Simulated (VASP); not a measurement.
# Al2Ru (P6_3/mmc) in VASP: a series of runs

Runs on Al2Ru. Level: PBEsol. Tasks: single point, relaxation of cell and atoms.

Everything below comes from runs of VASP 6.6.1. Logs are shortened: lines on timing, memory, paths and dates and some standing lists are left out, and cuts for length are marked.

### 1 The cell of the first run

Symmetry: P6_3/mmc, No. 194, hexagonal system. The conventional cell has a = 4.295 Å, b = 4.295 Å, c = 5.259 Å, α = 90.00°, β = 90.00°, γ = 120.00°. Within 3.3 Å of Al (site symmetry -6m2) lie 5 Ru at 2.48 to 2.63 Å and 6 Al at 2.81 Å. Al (site symmetry -3m) has 8 Al at 2.63 to 2.81 Å and 6 Ru at 2.81 Å within 3.5 Å. Ru (site symmetry -6m2) has 11 Al at 2.48 to 2.81 Å within 3.3 Å.

### 2 Single point, PBEsol

INCAR reads:

```
ALGO = Normal
EDIFF = 1E-6
ENCUT = 520
GGA = PS
ISIF = 2
ISMEAR = -1
LASPH = True
LCHARG = False
LREAL = False
LWAVE = False
NBANDS = 29
NELM = 100
PREC = Accurate
SIGMA = 0.03
```

KPOINTS reads:

```
k-points
0
Gamma
  6 6 4
```

POSCAR reads:

```
Al2Ru
1.0
    4.2949517618      0.0000000000      0.0000000000
   -2.1474758809      3.7195373338      0.0000000000
    0.0000000000      0.0000000000      5.2588729756
Al Ru
4 2
Direct
    0.6666666667      0.3333333333      0.2500000000
    0.3333333333      0.6666666667      0.7500000000
    0.0000000000      0.0000000000      0.0000000000
    0.0000000000      0.0000000000      0.5000000000
    0.6666666667      0.3333333333      0.7500000000
    0.3333333333      0.6666666667      0.2500000000
```

Potentials or basis: VASP PAW PBE potentials, release 64 (Al, Ru_pv).

Command:

```console
> cat potpaw_PBE.64/Al/POTCAR potpaw_PBE.64/Ru_pv/POTCAR > POTCAR
> mpirun -np 1 vasp_std > vasp.out
```

OUTCAR:

```text
EDIFF = 1E-6
   ENCUT = 520
   GGA = PS
   ISIF = 2
   ISMEAR = -1
   LASPH = True
   LREAL = False
   NELM = 100
   PREC = Accurate

 ion  position               nearest neighbor table
   1  0.667  0.333  0.250-   6 2.48   6 2.48   6 2.48   5 2.63   5 2.63   3 2.81   4 2.81   3 2.81
                             4 2.81   3 2.81   4 2.81
   2  0.333  0.667  0.750-   5 2.48   5 2.48   5 2.48   6 2.63   6 2.63   3 2.81   4 2.81   4 2.81
                             3 2.81   4 2.81   3 2.81
   3  0.000  0.000  0.000-   4 2.63   4 2.63   1 2.81   5 2.81   6 2.81   2 2.81   1 2.81   5 2.81
                             2 2.81   6 2.81   1 2.81   5 2.81   2 2.81   6 2.81
   4  0.000  0.000  0.500-   3 2.63   3 2.63   1 2.81   5 2.81   6 2.81   2 2.81   1 2.81   5 2.81
                             2 2.81   6 2.81   1 2.81   5 2.81   2 2.81   6 2.81
   5  0.667  0.333  0.750-   2 2.48   2 2.48   2 2.48   1 2.63   1 2.63   3 2.81   4 2.81   3 2.81
                             4 2.81   3 2.81   4 2.81
   6  0.333  0.667  0.250-   1 2.48   1 2.48   1 2.48   2 2.63   2 2.63   3 2.81   4 2.81   4 2.81
                             3 2.81   4 2.81   3 2.81

  LATTYP: Found a hexagonal cell.
 ALAT       =     4.2949517618
 C/A-ratio  =     1.2244312084

  Lattice vectors:

 A1 = (   4.2949517618,   0.0000000000,   0.0000000000)
 A2 = (  -2.1474758809,   3.7195373338,   0.0000000000)
 A3 = (   0.0000000000,   0.0000000000,   5.2588729756)

Analysis of symmetry for initial positions (statically):
=====================================================================
 Subroutine PRICEL returns:
 Original cell was already a primitive cell.

 Routine SETGRP: Setting up the symmetry group for a
 hexagonal supercell.

 Subroutine GETGRP returns: Found 24 space group operations
 (whereof 12 operations were pure point group operations)
 out of a pool of 24 trial point group operations.

The static configuration has the point symmetry D_3d.
 The point group associated with its full space group is D_6h.

Analysis of symmetry for dynamics (positions and initial velocities):
=====================================================================
 Subroutine PRICEL returns:
 Original cell was already a primitive cell.

 Routine SETGRP: Setting up the symmetry group for a
 hexagonal supercell.

 Subroutine GETGRP returns: Found 24 space group operations
 (whereof 12 operations were pure point group operations)
 out of a pool of 24 trial point group operations.

The dynamic configuration has the point symmetry D_3d.
 The point group associated with its full space group is D_6h.

 Subroutine INISYM returns: Found 24 space group operations
 (whereof 12 operations are pure point group operations),
[... 105 lines left out ...]
   NFREE  =      0    steps in history (QN), initial steepest desc. (CG)
   ISIF   =      2    stress and relaxation
   ISYM   =      2    0-nonsym 1-usesym 2-fastsym
   POTIM  = 0.5000    time-step for ionic-motion
   TEBEG  =    0.0;   TEEND  =   0.0 temperature during run
   PSTRESS=    0.0 pullay stress
   NELECT =      40.0000    total number of electrons
   NUPDOWN=      -1.0000    fix difference up-down
   EMIN   =  10.00;   EMAX   =-10.00  energy-range for DOS
   EFERMI =   0.00;   METHOD = LEGACY
   ISMEAR =    -1;   SIGMA  =   0.03  broadening in eV -4-tet -1-fermi 0-gaus
   EFERMI_NEDOS =   21; number of points for ismear=-14 and -15
   IALGO  =     38    algorithm
   IMIX   =      4    mixing-type and parameters
     AMIX     =   0.40;   BMIX     =  1.00
     AMIX_MAG =   1.60;   BMIX_MAG =  1.00
  volume/ion in A,a.u.               =      14.00        94.49
  Fermi-wavevector in a.u.,A,eV,Ry     =   1.278345  2.415722 22.234190  1.634167
  Thomas-Fermi vector in A             =   2.410893
   LORBIT       =      0    0 simple, 1 ext, 2 COOP (PROOUT), +10 PAW based schemes
   GGA     = PS    functional components
   LHFCALC =     F    Hartree Fock is set to
   AEXX    =    0.0000 exact exchange contribution
   IVDW    =     0    specifies the selected vdW correction
   LEPSILON=     F    determine dielectric tensor
   LRPA    =     F    only Hartree local field effects (RPA)
 non-spin polarized calculation
  energy-cutoff  :      520.00
  volume of cell :       84.01
 maximum number of plane-waves:      2304
 NGX is ok and might be reduce to    32
   NGX = 15   NGY = 15   NGZ = 19

 number of electron      39.9999992 magnetization

 Free energy of the ion-electron system (eV)
  ---------------------------------------------------
  ext. energy  EPLUGINS =         0.00000000
  ---------------------------------------------------
  free energy    TOTEN  =       -38.66620165 eV

  energy without entropy =      -38.65047508  energy(sigma->0) =      -38.65833836

 E-fermi :  10.3632     XC(G=0): -11.9010

 val. band max:       10.3590309020   @ k =   0.1667   0.1667   0.5000
 cond. band min:      10.3641830893   @ k =   0.3333   0.0000   0.0000
 fundamental gap:      0.0051521873
 Fermi energy:        10.3632161684

 k-point     1 :       0.0000    0.0000    0.0000
  band No.  band energies     occupation
      1     -31.6689      2.00000
      2     -31.6689      2.00000
      3     -31.6551      2.00000
      4     -31.6550      2.00000
      5     -31.6550      2.00000
      6     -31.6154      2.00000
[... 661 lines left out ...]
     28      15.7873      0.00000
     29      17.0105      0.00000

------------------------ aborting loop because EDIFF is reached ----------------------------------------

  FORCE on cell =-STRESS in cart. coord.  units (eV):
  Direction    XX          YY          ZZ          XY          YZ          ZX
  --------------------------------------------------------------------------------------
  -------------------------------------------------------------------------------------
  Total        0.0490857      0.0490857      0.0417777      0.0000000     -0.0000000      0.0000000
  in kB        0.9361072      0.9361072      0.7967370      0.0000000     -0.0000000      0.0000000
  external PRESSURE =       0.8896505 kB  Pullay stress =       0.0000000 kB

 VOLUME and BASIS-vectors are now :
 -----------------------------------------------------------------------------
  energy-cutoff  :      520.00
  volume of cell :       84.01
      direct lattice vectors                 reciprocal lattice vectors
     4.294951762  0.000000000  0.000000000     0.232831486  0.134425321  0.000000000
    -2.147475881  3.719537334  0.000000000     0.000000000  0.268850642  0.000000000
     0.000000000  0.000000000  5.258872976     0.000000000  0.000000000  0.190154812

 POSITION                                       TOTAL-FORCE (eV/Angst)
 -----------------------------------------------------------------------------------
      2.14748      1.23985      1.31472         0.000000     -0.000000     -0.000000
     -0.00000      2.47969      3.94415         0.000000      0.000000     -0.000000
      0.00000      0.00000      0.00000         0.000000      0.000000     -0.000000
      0.00000      0.00000      2.62944         0.000000      0.000000     -0.000000
      2.14748      1.23985      3.94415         0.000000     -0.000000      0.000000
     -0.00000      2.47969      1.31472        -0.000000      0.000000      0.000000
 -----------------------------------------------------------------------------------
    total drift:                               -0.000000      0.000000      0.000000

  FREE ENERGIE OF THE ION-ELECTRON SYSTEM (eV)
  ---------------------------------------------------
  free  energy   TOTEN  =       -38.6662016488 eV

  energy  without entropy=      -38.6504750795  energy(sigma->0) =      -38.65833836
```

OSZICAR:

```text
N       E                     dE             d eps       ncg     rms          rms(c)
DAV:   1     0.287946765451E+03    0.28795E+03   -0.21048E+04  1322   0.129E+03
DAV:   2    -0.295937838537E+02   -0.31754E+03   -0.30752E+03  1321   0.346E+02
DAV:   3    -0.394461033108E+02   -0.98523E+01   -0.96160E+01  1496   0.579E+01
DAV:   4    -0.395877827064E+02   -0.14168E+00   -0.14142E+00  1400   0.654E+00
DAV:   5    -0.395907927722E+02   -0.30101E-02   -0.30098E-02  1510   0.102E+00    0.168E+01
DAV:   6    -0.390338298418E+02    0.55696E+00   -0.53679E+00  1344   0.160E+01    0.445E+00
DAV:   7    -0.387627844110E+02    0.27105E+00   -0.15128E+00  1342   0.874E+00    0.510E+00
DAV:   8    -0.386680702921E+02    0.94714E-01   -0.21895E-01  1356   0.352E+00    0.443E-01
DAV:   9    -0.386664788598E+02    0.15914E-02   -0.63043E-03  1430   0.408E-01    0.302E-01
DAV:  10    -0.386662407036E+02    0.23816E-03   -0.98127E-04  1420   0.222E-01    0.151E-01
DAV:  11    -0.386662040965E+02    0.36607E-04   -0.10146E-04  1412   0.690E-02    0.164E-02
DAV:  12    -0.386662021360E+02    0.19605E-05   -0.82421E-06  1435   0.142E-02    0.822E-03
DAV:  13    -0.386662016488E+02    0.48726E-06   -0.46870E-07   809   0.459E-03
   1 F= -.38666202E+02 E0= -.38658338E+02  d E =-.157266E-01
```

stdout:

```text
POSCAR found type information on POSCAR AlRu
 POSCAR found :  2 types and       6 ions
 scaLAPACK will be used
 -----------------------------------------------------------------------------
|                                                                             |
|                                                                             |
|     You enforced a specific xc type in the INCAR file but a different       |
|     I HOPE YOU KNOW WHAT YOU ARE DOING!                                     |
|                                                                             |
 -----------------------------------------------------------------------------

 LDA part: xc-table for (Slater+PW92), standard interpolation
 POSCAR, INCAR and KPOINTS ok, starting setup
 FFT: planning ... GRIDC
 FFT: planning ... GRID_SOFT
 FFT: planning ... GRID
 WAVECAR not read
 entering main loop
```

It took 34 s on 1 thread of AMD EPYC 7R43 (Zen 3), shared host; peak memory 0.17 GiB.

What came out:

| Item | Value |
| --- | --- |
| Free energy | -38.6662 eV |
| Pressure | 0.1 GPa |
| Band gap on the k mesh | zero (band 20 reaches 11.74 eV, above the bottom of band 21 at 10.08 eV) |

Caveat: the PAW data sets were made with another functional, which shifts forces and pressure a little.

### 3 Relaxation of cell and atoms, PBEsol

This run uses another cell than the first one, of 13.74 Å³/atom, 0.981 times its volume.

INCAR reads:

```
SYSTEM = Al2Ru
  ALGO = Normal
  EDIFF = 1E-6
  EDIFFG = -0.01
  ENCUT = 600
  GGA = PS
  IBRION = 2
  ISIF = 3
  ISMEAR = -1
  LASPH = .TRUE.
  LCHARG = .FALSE.
  LREAL = .FALSE.
  LWAVE = .FALSE.
  NELM = 60
  NSW = 100
  PREC = Accurate
  SIGMA = 0.03
```

KPOINTS reads:

```
k-points
0
G
  6 6 4
  0 0 0
```

POSCAR reads:

```
Al2Ru
1.0
    4.1212266600      0.0000000000      0.0000000000
   -2.0606133300      3.5690869800      0.0000000000
    0.0000000000      0.0000000000      5.6045648500
Al Ru
4 2
Direct
    0.6666666700      0.3333333300      0.2500000000
    0.3333333300      0.6666666700      0.7500000000
    0.0000000000      0.0000000000      0.0000000000
    0.0000000000      0.0000000000      0.5000000000
    0.6666666700      0.3333333300      0.7500000000
    0.3333333300      0.6666666700      0.2500000000
```

Potentials or basis: VASP PAW PBE potentials, release 64 (Al, Ru_pv).

Command:

```console
> cat potpaw_PBE.64/Al/POTCAR potpaw_PBE.64/Ru_pv/POTCAR > POTCAR
> mpirun -np 1 vasp_std > vasp.out
```

Run time: 5.4 min. Hardware: 1 thread of AMD EPYC 7R43 (Zen 3), shared host; peak memory 0.23 GiB.

It converged, with:

- Free energy: -38.6661 eV
- Relaxed volume: 14.01 Å³/atom
- Relaxed cell: a = 4.296 Å, b = 4.296 Å, c = 5.260 Å, α = 90.00°, β = 90.00°, γ = 120.00°
- Space group after relaxing (to 0.05 Å): P6_3/mmc (No. 194)
- Energy gained by relaxing: 65.8 meV/atom
- Ionic steps: 9
- Pressure after relaxing: 0.0 GPa
- Band gap on the k mesh: zero (band 20 reaches 11.73 eV, above the bottom of band 21 at 10.08 eV)

The path:
```csv
step,energy change (eV),largest force (eV/Å),pressure (GPa),volume (Å³)
1,0.0000,0.0000,7.28,82.44
2,-0.2012,0.0000,-9.38,89.92
3,-0.2703,0.0000,-4.50,87.25
4,-0.3943,0.0000,-0.55,84.36
5,-0.3949,0.0000,-0.23,84.17
6,-0.3948,0.0000,-0.13,84.11
7,-0.3949,0.0000,0.18,83.97
8,-0.3950,0.0000,0.08,84.01
9,-0.3950,0.0000,-0.01,84.06
```

Final structure:
```
CELL_PARAMETERS angstrom
4.29572 0.00000 0.00000
-2.14786 3.72021 0.00000
0.00000 0.00000 5.26018
ATOMIC_POSITIONS crystal
Al 0.66667 0.33333 0.25000
Al 0.33333 0.66667 0.75000
Al 0.00000 0.00000 0.00000
Al 0.00000 0.00000 0.50000
Ru 0.66667 0.33333 0.75000
Ru 0.33333 0.66667 0.25000
```

Levels at points of the mesh, in eV from the Fermi level:
```
           k point  band 16  band 17  band 18  band 19  band 20  band 21  band 22  band 23  band 24
(0.00, 0.00, 0.00)    -2.55    -1.48    -1.48    -0.83     1.37     1.82     1.82     2.81     2.81
(0.50, 0.00, 0.00)    -2.16    -2.10    -1.78    -0.70    -0.50     0.51     0.72     1.55     2.42
(0.00, 0.00, 0.50)    -1.45    -1.45    -1.45     1.06     1.06     1.80     1.80     1.80     1.80
(0.50, 0.00, 0.50)    -2.14    -1.94    -1.94    -0.64    -0.64     0.61     0.61     2.87     2.87
```

Caveat: the PAW data sets were made with another functional, which shifts forces and pressure a little.
